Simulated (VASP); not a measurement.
Write the native input for VASP 6.6.1 that does the following.

```yaml
Task: single point
Functional: PBE
Potentials_or_basis: VASP PAW PBE potentials, release 64 (Ge_d)
Cutoff: 520 eV
k_mesh: 4 × 4 × 4
Occupations: gaussian, width 0.1 eV
Spin: no spin polarisation
Dipole_correction: no
Further_INCAR_settings: ALGO = Normal; EDIFF = 1e-07; NBANDS = 66
```

The structure of Ge lies in POSCAR:

```
Ge
1.0
    6.1567677048      0.0000000000      0.0000000000
    0.0000000000      6.1567677048      0.0000000000
    0.0000000000      0.0000000000      5.7442326259
Ge
8
Direct
    0.2905330992      1.0000229894      0.5000000000
    0.7094669008      1.0000229894      0.0000000000
    0.7094669008     -0.0000229894      0.5000000000
    1.0000229894      0.7094669008      0.0000000000
    1.0000229894      0.2905330992      0.5000000000
    0.2905330992     -0.0000229894      0.0000000000
   -0.0000229894      0.2905330992      0.0000000000
   -0.0000229894      0.7094669008      0.5000000000
```

These files were run (other wordings do the same):

INCAR

```
SYSTEM = Ge
PREC = Accurate
ENCUT = 520
EDIFF = 1E-7
ISMEAR = 0
SIGMA = 0.1
LREAL = .FALSE.
LASPH = .TRUE.
NELM = 100
ALGO = Normal
ISIF = 2
LWAVE = .FALSE.
LCHARG = .FALSE.
GGA = PE
NBANDS = 66
```

KPOINTS

```
Automatic mesh
0
G
  4 4 4
  0 0 0
```

Potentials or basis: VASP PAW PBE potentials, release 64 (Ge_d).

Run with:

```bash
$ cat potpaw_PBE.64/Ge_d/POTCAR > POTCAR
$ mpirun -np 1 vasp_std > vasp.out
```

Results of the run:

```yaml
Pressure: -0.1 GPa
Largest_force: 0.006 eV/Å
Band_gap_on_the_k_mesh: zero (band 56 reaches 3.93 eV, above the bottom of band 57 at 2.46 eV)
```

It took 3.2 min on 1 thread of Intel(R) Xeon(R) Platinum 8488C (Sapphire Rapids), with other jobs on the host, peak memory 0.42 GiB.
